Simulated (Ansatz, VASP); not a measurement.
ZnS3 in VASP and in Ansatz

The input INCAR:

```
ALGO = Normal
EDIFF = 1E-6
EDIFFG = -0.01
ENCUT = 600
GGA = PE
IBRION = 2
ISIF = 3
ISMEAR = 0
LASPH = True
LCHARG = False
LREAL = False
LWAVE = False
NELM = 100
NSW = 100
PREC = Accurate
SIGMA = 0.1
```

File KPOINTS:

```
k-points
0
Gamma
  12 12 12
```

POSCAR

```
ZnS3
1.0
    4.0742138438      0.0000000000      0.0000000000
    0.0000000000      4.0742138438      0.0000000000
    0.0000000000      0.0000000000      4.0742138438
Zn S
1 3
Direct
    0.0000000000      0.0000000000      0.0000000000
    0.0000000000      0.5000000000      0.5000000000
    0.5000000000      0.0000000000      0.5000000000
    0.5000000000      0.5000000000      0.0000000000
```

Input for Ansatz:

```yaml
crystal:
  lattice:
    - [4.0742138438, 0.0, 0.0]
    - [0.0, 4.0742138438, 0.0]
    - [0.0, 0.0, 4.0742138438]
  atoms:
    - { symbol: Zn, position: [0.0, 0.0, 0.0] }
    - { symbol: S, position: [0.0, 0.5, 0.5] }
    - { symbol: S, position: [0.5, 0.0, 0.5] }
    - { symbol: S, position: [0.5, 0.5, 0.0] }
basis:
  ecutwfc: 420
kpoints:
  mp_grid: { grid: [12, 12, 12] }
hamiltonian:
  xc: pbe
scf:
  occupations: { method: gaussian, width: 0.1 }
output:
  forces: true
  stress: true
  eigenvalues: true
relax:
  adjacent_minimum: "off"
  f_tol: 0.01
  max_steps: 80
  cell: { stress_tol: 0.05 }
```

Alike in both runs: task relaxation of cell and atoms; functional PBE; k mesh 12 × 12 × 12; occupations gaussian, width 0.1 eV; no spin polarisation.

|  | VASP | Ansatz |
| --- | --- | --- |
| version | VASP 6.6.1 | Ansatz 0.2.0 |
| potentials or method | VASP PAW PBE potentials, release 64 (Zn, S), cutoff 600 eV | scalar-relativistic, plane waves, PAW |
| valence electrons in the cell | 30 | 30 |

VASP gave:

* gap on the k mesh at the Fermi level, each at its own relaxed structure (eV): none
* relaxed volume (Å³/atom): 16.66
* relaxed cell length with the largest relative difference (Å): 4.054

Task: What did Ansatz give for the same quantities?

Result: gap on the k mesh at the Fermi level, each at its own relaxed structure (eV): none; relaxed volume (Å³/atom): 16.67; relaxed cell length with the largest relative difference (Å): 4.055.

A gap of «none» marks a metal or a gap that the smearing closes.
